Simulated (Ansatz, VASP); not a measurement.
## Two plane-wave programs on Al

```
Al
1.0
     0.00000    2.18590    2.18590
     2.18590    0.00000    2.18590
     2.18590    2.18590    0.00000
Al
1
Direct
  0.00000 0.00000 0.00000
```

Change from the starting cell: strain +0.080 along x and y, +0.080 along z, atoms carried along.

Alike in both runs: task single point; functional PBE; k mesh 20 × 20 × 20; occupations gaussian, width 0.15 eV; no spin polarisation.

|  | VASP | Ansatz |
| --- | --- | --- |
| version | VASP 6.6.1 | Ansatz 0.2.0 |
| potentials or method | VASP PAW PBE potentials, release 64 (Al), cutoff 520 eV | scalar-relativistic, plane waves, PAW |
| valence electrons in the cell | 3 | 3 |

```csv
,VASP,Ansatz,Ansatz less VASP
gap on the k mesh at the Fermi level (eV),none,none,-
pressure (GPa),-10.3,-10.3,+0.02
```

A gap of «none» marks a metal or a gap that the smearing closes. The functional is the same, so the differences come from potentials, cutoffs and numerics.
